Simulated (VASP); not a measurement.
## MgS: single point with r2SCAN

The system is MgS.

```
CELL_PARAMETERS angstrom
6.52563 0.00000 0.00000
0.00000 6.52563 0.00000
0.00000 0.00000 6.52563
ATOMIC_POSITIONS crystal
Mg 0.00976 0.01068 0.91859
Mg 0.00840 0.01921 0.45270
Mg 0.97332 0.48531 0.01442
Mg 0.01429 0.50780 0.51098
Mg 0.49084 0.99621 0.01625
Mg 0.49027 0.00641 0.49424
Mg 0.50909 0.50117 0.08871
Mg 0.50717 0.49226 0.58032
S 0.25927 0.24633 0.27640
S 0.20951 0.25066 0.75478
S 0.22244 0.79048 0.18425
S 0.31352 0.71265 0.72042
S 0.75028 0.22333 0.19335
S 0.71650 0.27489 0.72124
S 0.70794 0.69694 0.31479
S 0.81815 0.79027 0.77700
```

- Program: VASP 6.6.1
- Task: single point
- Functional: r2SCAN
- Potentials or basis: VASP PAW PBE potentials, release 64 (Mg, S)
- Cutoff: 520 eV
- k mesh: 2 × 2 × 2
- Occupations: fermi-dirac, width 0.086 eV
- Spin: no spin polarisation

The pressure is 5.2 GPa and the largest force is 2.815 eV/Å. The band gap on the k mesh is 1.81 eV, indirect (least direct gap 1.84 eV).

Forces in eV/Å, atoms in the order of the input:
```
Mg   1.041  1.237  2.278
Mg  -0.468 -0.184 -0.043
Mg   0.405  0.499 -0.536
Mg  -0.092  0.170  0.617
Mg   0.378  0.137 -0.855
Mg   0.281 -0.307  0.533
Mg  -1.126 -0.321 -0.622
Mg   0.490 -0.515 -2.166
S    0.734  1.611  0.624
S   -0.381 -0.327  0.543
S   -1.067 -0.431  0.226
S   -1.099  2.568  0.345
S    1.030 -1.470 -0.143
S    0.687 -1.006 -0.261
S    0.551  0.449  0.173
S   -1.363 -2.112 -0.712
```

Stress tensor (GPa, compression positive):
```
5.81 0.32 1.02
0.32 4.07 1.47
1.02 1.47 5.84
```

Levels at points of the mesh, in eV from the valence-band top:
```tsv
k point	band 29	band 30	band 31	band 32	band 33	band 34	band 35	band 36
(0.00, 0.00, 0.00)	-0.50	-0.25	-0.15	-0.03	1.81	1.94	2.19	3.23
(0.50, 0.00, 0.00)	-0.62	-0.41	-0.32	-0.24	2.37	2.66	3.32	3.49
(0.00, 0.50, 0.00)	-0.55	-0.45	-0.34	0.00	2.30	2.73	3.04	3.32
(0.00, 0.00, 0.50)	-0.75	-0.69	-0.33	-0.12	1.88	2.74	3.26	3.74
(0.50, 0.50, 0.00)	-0.95	-0.61	-0.44	-0.27	3.20	3.38	3.50	3.66
(0.00, 0.50, 0.50)	-1.24	-0.93	-0.39	-0.28	3.25	3.29	3.68	3.80
(0.50, 0.00, 0.50)	-1.08	-0.78	-0.76	-0.69	3.05	3.33	3.87	4.05
(0.50, 0.50, 0.50)	-1.89	-1.72	-1.52	-1.47	3.51	3.72	4.12	4.22
```

Run time: 7.1 min on 1 thread of Intel(R) Xeon(R) Platinum 8259CL CPU @ 2.50GHz (Skylake/Cascade Lake), with other jobs on the host, peak memory 0.39 GiB.

Caveat: the k points lie up to 0.48 Å⁻¹ apart; the PAW data sets were made with another functional, which shifts forces and pressure a little. r2SCAN opens gaps a little over a GGA but as a rule still falls short of measured ones.
